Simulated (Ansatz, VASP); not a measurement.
**Two plane-wave programs on TlSn**

```
Tl Sn
1.0
     3.56588    0.00000    0.00000
     0.00000    3.56588    0.00000
     0.00000    0.00000    4.31587
Tl Sn
1 1
Direct
  0.00000 0.00000 0.00000
  0.50000 0.50000 0.50000
```

Change from the starting cell: volume scaled by 0.96, PAW files.

Alike in both runs: task electric field gradients; functional LDA; k mesh 9 × 9 × 8; occupations fermi-dirac, width 0.08 eV; no spin polarisation.

|  | VASP | Ansatz |
| --- | --- | --- |
| version | VASP 6.6.1 | Ansatz 0.2.0 |
| potentials or method | VASP PAW LDA potentials, release 64 (Tl_d, Sn_d) | PAW with Ansatz's default frozen-core files, scalar-relativistic |
| plane-wave cutoff (eV) | 520 | 420 |
| valence electrons in the cell | 27 | 27 |

Ansatz gave:

- pressure (GPa): -1.7
- traceless stress, the component that is largest in VASP (GPa): 0.46
- size of Vzz on the site where it differs most (V/Å²): 9.0

Which values does VASP return?

Pressure (GPa): -1.7; traceless stress, the component that is largest in VASP (GPa): 0.45; size of Vzz on the site where it differs most (V/Å²): 10.5.

LDA's correlation is that of Perdew and Zunger in VASP and of Perdew and Wang (1992) in Ansatz.

Spin-orbit coupling is off throughout.
